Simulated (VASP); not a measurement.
A run of VASP 6.6.1 is set up as follows.

Contents of INCAR:

```
PREC     = Accurate       # precision mode
ENCUT    = 520            # plane-wave cutoff, eV
EDIFF    = 1E-6           # SCF threshold, eV
ISMEAR   = 0              # smearing method
SIGMA    = 0.15           # smearing width, eV
LREAL    = F              # projectors in reciprocal space
LASPH    = T              # aspherical terms in the spheres
NELM     = 60             # most SCF steps
ALGO     = Fast           # electronic algorithm
ISIF     = 2              # what is computed and relaxed
LWAVE    = F              # write WAVECAR
LCHARG   = F              # write CHGCAR
GGA      = PE             # functional
NBANDS   = 10             # bands
```

File KPOINTS:

```
regular mesh
0
Gamma
  12 12 12
```

POSCAR

```
Rb
1.0
   -2.8060000000      2.8060000000      2.7218200000
    2.8060000000     -2.8060000000      2.7218200000
    2.8060000000      2.8060000000     -2.7218200000
Rb
1
Direct
    0.0000000000      0.0000000000      0.0000000000
```

Potentials or basis: VASP PAW PBE potentials, release 64 (Rb_sv).

Run with:

```bash
$ cat potpaw_PBE.64/Rb_sv/POTCAR > POTCAR
$ mpirun -np 1 vasp_std > vasp.out
```

(1) Predict the pressure.

## Answers

(1) 0.2 GPa.

Caveat: the cell differs from its parent crystal (strain +0.000 along x and y, -0.030 along z).
